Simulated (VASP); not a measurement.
A run of VASP 6.6.1 is set up as follows.

INCAR

```
PREC = Accurate ; ENCUT = 500
EDIFF = 1E-6 ; ISMEAR = 0
SIGMA = 0.01 ; LREAL = F
LASPH = T ; NELM = 120
ALGO = Normal ; ISIF = 2
LWAVE = F ; LCHARG = F
GGA = CA ; NBANDS = 26
GGA_COMPAT = F
```

Contents of KPOINTS:

```
Automatic mesh
0
Gamma
  6 6 4
```

File POSCAR:

```
AgI
1.0
    4.4401397945      0.0000000000      0.0000000000
   -2.2200698972      3.8452738584      0.0000000000
    0.0000000000      0.0000000000      7.3846179605
Ag I
2 2
Direct
    0.6666666667      0.3333333333      0.6277265145
    0.3333333333      0.6666666667      0.1277265145
    0.6666666667      0.3333333333      0.0022734855
    0.3333333333      0.6666666667      0.5022734855
```

Potentials or basis: VASP PAW LDA potentials, release 64 (Ag, I).

The run is started by

```bash
$ cat potpaw_LDA.64/Ag/POTCAR potpaw_LDA.64/I/POTCAR > POTCAR
$ mpirun -np 1 vasp_std > vasp.out
```

Task: Estimate the pressure.

Result: 0.6 GPa.

Task: What does it give for the band gap on the k mesh?

Result: 1.11 eV.

Task: Predict the largest force.

Result: 0.104 eV/Å.

Forces in eV/Å, atoms in the order of the input:
```
Ag   0.000  0.000  0.104
Ag   0.000  0.000  0.104
I    0.000  0.000 -0.104
I    0.000  0.000 -0.104
```

Caveat: the cell differs from its parent crystal (in-plane strain -0.01); spin-orbit coupling is left out, which moves the levels of the heavy elements.
